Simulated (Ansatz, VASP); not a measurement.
# Mg2NCl in VASP and in Ansatz

INCAR

```
SYSTEM = Mg2NCl
ALGO = Normal
EDIFF = 1E-6
ENCUT = 520
GGA = PS
ISIF = 2
ISMEAR = 0
IVDW = 13
LASPH = .TRUE.
LCHARG = .TRUE.
LELF = .TRUE.
LREAL = .FALSE.
LVHAR = .TRUE.
LWAVE = .FALSE.
NBANDS = 16
NELM = 60
PREC = Accurate
SIGMA = 0.01
```

The input KPOINTS:

```
k-points
0
G
  6 6 6
  0 0 0
```

The input POSCAR:

```
Mg2NCl
1.0
    1.6466125277      0.9506721861      5.9379615109
   -1.6466125277      0.9506721861      5.9379615109
    0.0000000000     -1.9013443722      5.9379615109
Mg N Cl
2 1 1
Direct
    0.2229104120      0.2229104120      0.2229104120
    0.7770895880      0.7770895880      0.7770895880
    0.5000000000      0.5000000000      0.5000000000
    0.0000000000      0.0000000000      0.0000000000
```

Input for Ansatz:

```yaml
crystal:
  lattice:
    - [1.6466125277, 0.9506721861, 5.9379615109]
    - [-1.6466125277, 0.9506721861, 5.9379615109]
    - [0.0, -1.9013443722, 5.9379615109]
  atoms:
    - { symbol: Mg, position: [0.222910412, 0.222910412, 0.222910412] }
    - { symbol: Mg, position: [0.777089588, 0.777089588, 0.777089588] }
    - { symbol: "N", position: [0.5, 0.5, 0.5] }
    - { symbol: Cl, position: [0.0, 0.0, 0.0] }
kpoints:
  mp_grid: { grid: [6, 6, 6] }
hamiltonian:
  xc: pbesol
  dispersion: d4
scf:
  occupations: { method: fixed }
  n_extra_bands: 5
output:
  forces: true
  stress: true
  eigenvalues: true
```

Alike in both runs: task single point; functional PBEsol; dispersion D4; k mesh 6 × 6 × 6; no spin polarisation.

```csv
,VASP,Ansatz
version,VASP 6.6.1,Ansatz 0.2.0
potentials or method,"VASP PAW PBE potentials, release 64 (Mg, N, Cl)",plane waves
plane-wave cutoff (eV),520,420
occupations,"gaussian, width 0.01 eV",fixed
valence electrons in the cell,16,32
```

Ansatz gave:

```
gap on the k mesh at the Fermi level (eV)                     : 2.36
pressure (GPa)                                                : -1.6
traceless stress, the component that is largest in VASP (GPa) : 0.26
rms of the force components (eV/Å)                            : 0.024
```

Task: Estimate VASP's values.

Result: gap on the k mesh at the Fermi level (eV): 2.34; pressure (GPa): -1.8; traceless stress, the component that is largest in VASP (GPa): 0.19; rms of the force components (eV/Å): 0.005.

VASP's potentials were made for PBE, not for PBEsol. Atom by atom the forces differ by 0.019 eV/Å (rms over components). VASP's potentials hold 16 valence electrons a cell and Ansatz's 32, so a difference there can come from the potentials and not from the codes.
